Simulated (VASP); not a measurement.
Write the native input for VASP 6.6.1 that does the following.

| Quantity | Value |
| --- | --- |
| Task | single point |
| Functional | PBEsol |
| Potentials or basis | VASP PAW PBE potentials, release 64 (In_d) |
| Cutoff | 520 eV |
| k mesh | 10 × 10 × 10 |
| Occupations | fermi-dirac, width 0.08 eV |
| Spin | no spin polarisation |
| Dipole correction | no |
| Further INCAR settings | ALGO = Normal; EDIFF = 1e-06; NBANDS = 20 |

The structure of In lies in POSCAR:

```
In
1.0
    0.0000000000      2.5158201898      2.5158201898
    2.5158201898      0.0000000000      2.5158201898
    2.5158201898      2.5158201898      0.0000000000
In
2
Direct
   -0.1250000000     -0.1250000000     -0.1250000000
    0.1250000000      0.1250000000      0.1250000000
```

This isn't the form of In at room conditions, which is tetragonal.

One way to write it, as run:

INCAR

```
SYSTEM = In
ALGO = Normal
EDIFF = 1E-6
ENCUT = 520
GGA = PS
ISIF = 2
ISMEAR = -1
LASPH = .TRUE.
LCHARG = .TRUE.
LELF = .TRUE.
LREAL = .FALSE.
LVHAR = .TRUE.
LWAVE = .FALSE.
NBANDS = 20
NELM = 60
PREC = Accurate
SIGMA = 0.08
```

KPOINTS

```
k-points
0
G
  10 10 10
  0 0 0
```

Potentials or basis: VASP PAW PBE potentials, release 64 (In_d).

Run with:

```console
$ cat potpaw_PBE.64/In_d/POTCAR > POTCAR
$ mpirun -np 1 vasp_std > vasp.out
```

Results of the run:

The pressure is 164.6 GPa and the band gap on the k mesh is zero (bands 13 and 14 overlap by 9.71 eV).

Caveat: the cell stands under pressure; the PAW data sets were made with another functional, which shifts forces and pressure a little; spin-orbit coupling is left out, which moves the levels of the heavy elements.

Wall time 67 s on 1 thread of AMD EPYC 7R13 (shared host), peak memory 0.14 GiB.
